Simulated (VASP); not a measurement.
Si2W, 6 atoms in the cell. Symmetry: I4/mmm, No. 139, tetragonal system. Conventional cell: a = 3.235 Å, b = 3.235 Å, c = 7.570 Å, α = 90.00°, β = 90.00°, γ = 90.00°. Si (site symmetry 4mm) has 9 Si at 2.50 to 3.24 Å and 5 W at 2.53 to 2.61 Å within 3.3 Å. W (site symmetry 4/mmm) has 10 Si at 2.53 to 2.61 Å and 4 W at 3.24 Å within 3.3 Å.  This cell differs from its parent crystal: uniaxial strain along c: -3.0 %.

* Program: VASP 6.6.1
* Task: single point
* Functional: r2SCAN
* Potentials or basis: VASP PAW PBE potentials, release 64 (Si, W_sv)
* Cutoff: 520 eV
* k mesh: 12 × 12 × 6
* Occupations: gaussian, width 0.1 eV
* Spin: no spin polarisation
* Dipole correction: no
* Further INCAR settings: ALGO = Normal; EDIFF = 1e-06; NBANDS = 31

Potentials or basis: VASP PAW PBE potentials, release 64 (Si, W_sv).

The run is started by

```sh
$ cat potpaw_PBE.64/Si/POTCAR potpaw_PBE.64/W_sv/POTCAR > POTCAR
$ cp INCAR.step1 INCAR
$ mpirun -np 1 vasp_std > vasp.out
$ cp INCAR.step2 INCAR
$ mpirun -np 1 vasp_std > vasp.out
```

Hardware: 1 thread of Intel(R) Xeon(R) 6975P-C (Granite Rapids), on a shared host.

Task: How long does it take, and how much memory?

Result: Run time: 3.9 min on 1 thread of Intel(R) Xeon(R) 6975P-C (Granite Rapids) (shared host), peak memory 0.34 GiB. Counts: k points 112.
